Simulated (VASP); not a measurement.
Crystal: SiSeF2.

```
Si Se F
1.0
     2.90859   -3.15789    0.00000
     2.90859    3.15789    0.00000
     0.00000    0.00000    4.10651
Si Se F
1 1 2
Direct
  0.00000 0.00000 0.00000
  0.50000 0.50000 0.50000
  0.84612 0.15388 0.50000
  0.15388 0.84612 0.50000
```

The cell was generated, and may not be a known phase.

- Program: VASP 6.6.1
- Task: relaxation of cell and atoms
- Functional: PBE
- Potentials or basis: VASP PAW PBE potentials, release 64 (Si, Se, F)
- Cutoff: 600 eV
- k mesh: 4 × 4 × 4
- Occupations: gaussian, width 0.1 eV
- Spin: no spin polarisation

At the start: pressure -0.7 GPa; volume 18.86 Å³/atom.

Task: How do energy, volume and symmetry change on relaxing?

Result: Over 23 steps the energy falls by 665.6 meV/atom and the volume is 15.20 Å³/atom (-19.4 %); space group Cmmm (No. 65, to 0.1 Å) before and after.

The path:
```tsv
step	energy change (eV)	largest force (eV/Å)	pressure (GPa)	volume (Å³)
1	0.0000	3.7160	-0.74	75.44
2	-1.0362	0.4814	-2.29	74.25
3	-1.1646	0.0292	-2.03	73.74
4	-1.2442	0.8758	-0.99	72.57
5	-1.4507	0.0429	-3.17	70.76
6	-1.5120	0.0308	-3.85	69.72
7	-1.6296	0.1457	-4.77	67.39
8	-1.8363	0.3559	-1.99	62.42
9	-1.9131	0.8567	5.69	54.89
10	-1.9369	0.8367	-0.53	59.40
11	-1.9772	0.9067	1.91	57.14
12	-2.0033	1.0918	3.91	55.49
13	-2.0153	0.9705	3.06	56.08
14	-2.1843	1.1848	1.20	56.86
15	-2.3876	0.9663	-0.08	57.96
16	-2.4332	0.2765	-1.16	60.04
17	-2.4777	0.4394	-0.64	59.20
18	-2.6415	0.0494	1.36	59.45
19	-2.6418	0.0862	1.52	59.46
20	-2.6599	0.0870	-0.50	60.88
21	-2.6601	0.1049	-0.70	61.04
22	-2.6616	0.0205	0.49	60.65
23	-2.6624	0.0263	0.05	60.80
```

Final structure:
```yaml
crystal:
  lattice:
    - [2.50894, -4.31201, 0.00000]
    - [2.50894, 4.31201, 0.00000]
    - [0.00000, 0.00000, 2.80976]
  atoms:
    - { symbol: Si, position: [0.00000, 0.00000, 0.00000] }
    - { symbol: Se, position: [0.50000, 0.50000, 0.50000] }
    - { symbol: F, position: [0.84924, 0.15076, 0.50000] }
    - { symbol: F, position: [0.15076, 0.84924, 0.50000] }
```

Caveat: the k points lie up to 0.56 Å⁻¹ apart in the final cell, too coarse for converged energies and pressures of a metal; the volume moved by over 15 % at a fixed basis, so the end points are rough.
